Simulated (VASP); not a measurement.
Set up this calculation in VASP 6.6.1, as the native input.

* Task: single point
* Functional: r2SCAN
* Potentials or basis: VASP PAW PBE potentials, release 64 (W_sv, O)
* Cutoff: 520 eV
* k mesh: 14 × 14 × 14
* Occupations: gaussian, width 0.1 eV
* Spin: collinear spin, ferromagnetic start
* Starting moments: [2.5, 0.0] μB
* Dipole correction: no
* Further INCAR settings: ALGO = Normal; EDIFF = 1e-06; NBANDS = 21

WO:

```xyz
2
Lattice="2.8260 0.0000 0.0000 0.0000 2.8260 0.0000 0.0000 0.0000 2.8260" Properties=species:S:1:pos:R:3 pbc="T T T"
W     0.0000    0.0000    0.0000
O     1.4130    1.4130    1.4130
```

These files were run (other wordings do the same):

POSCAR

```
WO
1.0
    2.8260125931      0.0000000000      0.0000000000
    0.0000000000      2.8260125931      0.0000000000
    0.0000000000      0.0000000000      2.8260125931
W O
1 1
Direct
    0.0000000000      0.0000000000      0.0000000000
    0.5000000000      0.5000000000      0.5000000000
```

INCAR.step1

```
SYSTEM = WO
ALGO = Normal
EDIFF = 1E-4
ENCUT = 520
GGA = PE
ISMEAR = 0
ISPIN = 2
LASPH = .TRUE.
LCHARG = .FALSE.
LMAXMIX = 4
LREAL = .FALSE.
LWAVE = .TRUE.
MAGMOM = 2.5 0
NBANDS = 21
NELM = 150
PREC = Accurate
SIGMA = 0.1
```

INCAR.step2

```
SYSTEM = WO
ALGO = Normal
EDIFF = 1E-6
ENCUT = 520
ISIF = 2
ISMEAR = 0
ISPIN = 2
ISTART = 1
LASPH = .TRUE.
LCHARG = .TRUE.
LELF = .TRUE.
LMAXMIX = 4
LMIXTAU = .TRUE.
LORBIT = 11
LREAL = .FALSE.
LVHAR = .TRUE.
LWAVE = .FALSE.
MAGMOM = 2.5 0
METAGGA = R2SCAN
NBANDS = 21
NELM = 150
PREC = Accurate
SIGMA = 0.1
```

KPOINTS

```
k-points
0
G
  14 14 14
  0 0 0
```

Potentials or basis: VASP PAW PBE potentials, release 64 (W_sv, O).

Launch:

```bash
$ cat potpaw_PBE.64/W_sv/POTCAR potpaw_PBE.64/O/POTCAR > POTCAR
$ cp INCAR.step1 INCAR
$ mpirun -np 1 vasp_std > vasp.out
$ cp INCAR.step2 INCAR
$ mpirun -np 1 vasp_std > vasp.out
```

It gave:

```
Pressure                                              : -5.6 GPa
Band gap on the k mesh                                : zero (filled and empty bands overlap)
Net moment                                            : 0.00 μB per cell
Valence electrons inside the program's atomic spheres : W 11.87; O 4.92
```

Caveat: the PAW data sets were made with another functional, which shifts forces and pressure a little; spin-orbit coupling is left out, which moves the levels of the heavy elements.

Run time: 2.7 min on 1 thread of Intel Xeon 6975P-C (shared host), peak memory 0.22 GiB.
